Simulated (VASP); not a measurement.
A run of VASP 6.6.1 is set up as follows.

Contents of INCAR:

```
SYSTEM = LaTlO2
ALGO = Normal
EDIFF = 1E-6
ENCUT = 520
GGA = PE
ISIF = 2
ISMEAR = 0
LASPH = .TRUE.
LCHARG = .FALSE.
LREAL = .FALSE.
LWAVE = .FALSE.
NBANDS = 46
NELM = 100
PREC = Accurate
SIGMA = 0.01
```

The input KPOINTS:

```
k-points
0
G
  6 6 6
  0 0 0
```

Contents of POSCAR:

```
LaTlO2
1.0
   -2.5914353893      2.5914353893      5.9498443502
    2.5914353893     -2.5914353893      5.9498443502
    2.5914353893      2.5914353893     -5.9498443502
Tl O La
2 4 2
Direct
    0.7500000000      0.2500000000      0.5000000000
    0.0000000000      0.0000000000      0.0000000000
    0.4520396072     -0.0479603928      0.5000000000
    0.7020396072      0.7020396072      0.0000000000
    0.0479603928      0.5479603928      0.5000000000
    0.2979603928      0.2979603928      0.0000000000
    0.2500000000      0.7500000000      0.5000000000
    0.5000000000      0.5000000000      0.0000000000
```

Potentials or basis: VASP PAW PBE potentials, release 64 (Tl_d, O, La).

Launch:

```sh
$ cat potpaw_PBE.64/Tl_d/POTCAR potpaw_PBE.64/O/POTCAR potpaw_PBE.64/La/POTCAR > POTCAR
$ mpirun -np 1 vasp_std > vasp.out
```

(1) Predict the largest force.

(2) What does it give for the band gap on the k mesh?

Answers

(1) 0.112 eV/Å.

(2) 1.10 eV (least direct gap 1.49 eV).

Caveat: spin-orbit coupling is left out, which moves the levels of the heavy elements.
